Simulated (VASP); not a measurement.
Here is a VASP 6.6.1 calculation.

File INCAR:

```
SYSTEM = Mg7S16
PREC = Accurate
ENCUT = 520
EDIFF = 1E-6
ISMEAR = -1
SIGMA = 0.05
LREAL = Auto
LASPH = .True.
NELM = 100
ALGO = Normal
ISIF = 2
LWAVE = .False.
LCHARG = .True.
GGA = PS
LELF = .True.
LVHAR = .True.
NBANDS = 72
```

The input KPOINTS:

```
regular mesh
0
Gamma
  1 1 1
  0 0 0
```

Contents of POSCAR:

```
Mg7S16
1.0
    2.3536360000      3.9105410000      9.1265460000
    2.3536360000     -3.9105410000      9.1265460000
    6.8907580000      0.0000000000      0.0000000000
Mg S
7 16
Direct
    0.2394172050      0.1688643070      0.2788595878
    0.6641629824     -0.0338478555      0.3845538656
    0.1915568620      0.2744354203      0.8235558104
    0.6664140545      0.5038534267      0.2298319469
    0.8322518406      0.3522926738      0.7921063818
    0.1524921875      0.9110317349      0.9560271612
    0.9185091872      0.8333803009      0.7778665036
    0.1517341303      0.1259065018      0.6677255265
   -0.1488659778      0.1234237130      1.1262885491
    0.6783614898      0.1683553295      0.6494839628
    0.5067824831      0.0552592795      0.8429345907
    0.2162084740      0.7597905513      0.6152666453
    0.0680058208      0.5380942306      1.0345249535
    0.3287875464      0.4368032916      0.0557526244
    0.3707420560      0.3080908781      0.3452993659
    0.6766650073      0.7132584096      0.5733514671
    0.5039386920      0.5863313839      0.9899057694
    0.9944353250      0.2837152481      0.1081156526
    0.8369507905      0.2183663031      0.4869083629
    0.5125860115      0.9332183486      0.1055330646
    0.1033360556      0.9565939552      0.3885799747
    0.9110550359      0.8915436690      0.1273646230
    0.9230498901      0.6763065367      0.5590237151
```

Potentials or basis: VASP PAW PBE potentials, release 64 (Mg, S).

Command:

```console
$ cat potpaw_PBE.64/Mg/POTCAR potpaw_PBE.64/S/POTCAR > POTCAR
$ mpirun -np 1 vasp_gam > vasp.out
```

(1) What does it give for the pressure?

(2) What does it give for the largest force?

Results:

(1) 3.2 GPa.

(2) 2.931 eV/Å.

Caveat: the k points lie up to 0.94 Å⁻¹ apart, too coarse for converged energies, forces and pressures; the atoms stand as in a frame of molecular dynamics; the PAW data sets were made with another functional, which shifts forces and pressure a little.
